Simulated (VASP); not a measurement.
Wanted: the native input for a VASP 6.6.1 run.

```
Task                   : single point
Functional             : PBEsol
Potentials or basis    : VASP PAW PBE potentials, release 64 (Ag, Cl)
Cutoff                 : 500 eV
k mesh                 : 8 × 8 × 8
Occupations            : gaussian, width 0.01 eV
Spin                   : no spin polarisation
Dipole correction      : no
Further INCAR settings : ALGO = Normal; EDIFF = 1e-06; NBANDS = 16
```

The structure of AgCl lies in POSCAR:

```
AgCl
1.0
    0.0000000000      2.7084881102      2.7084881102
    2.7084881102      0.0000000000      2.7084881102
    2.7084881102      2.7084881102      0.0000000000
Ag Cl
1 1
Direct
    0.0000000000      0.0000000000      0.0000000000
    0.5000000000      0.5000000000      0.5000000000
```

The input as run:

INCAR

```
PREC     = Accurate       # precision mode
ENCUT    = 500            # plane-wave cutoff, eV
EDIFF    = 1E-6           # SCF threshold, eV
ISMEAR   = 0              # smearing method
SIGMA    = 0.01           # smearing width, eV
LREAL    = F              # projectors in reciprocal space
LASPH    = T              # aspherical terms in the spheres
NELM     = 120            # most SCF steps
ALGO     = Normal         # electronic algorithm
ISIF     = 2              # what is computed and relaxed
LWAVE    = F              # write WAVECAR
LCHARG   = F              # write CHGCAR
GGA      = PS             # functional
NBANDS   = 16             # bands
GGA_COMPAT= F
```

KPOINTS

```
Automatic mesh
0
Gamma
  8 8 8
```

Potentials or basis: VASP PAW PBE potentials, release 64 (Ag, Cl).

Launch:

```sh
$ cat potpaw_PBE.64/Ag/POTCAR potpaw_PBE.64/Cl/POTCAR > POTCAR
$ mpirun -np 1 vasp_std > vasp.out
```

Results of the run:

| Property | Result |
| --- | --- |
| Pressure | 0.9 GPa |
| Band gap on the k mesh | 0.72 eV (least direct gap 3.29 eV) |

Caveat: the PAW data sets were made with another functional, which shifts forces and pressure a little.

Run time: 6.8 s on 1 thread of Intel(R) Xeon(R) 6975P-C (Granite Rapids), with other jobs on the host, peak memory 0.16 GiB.
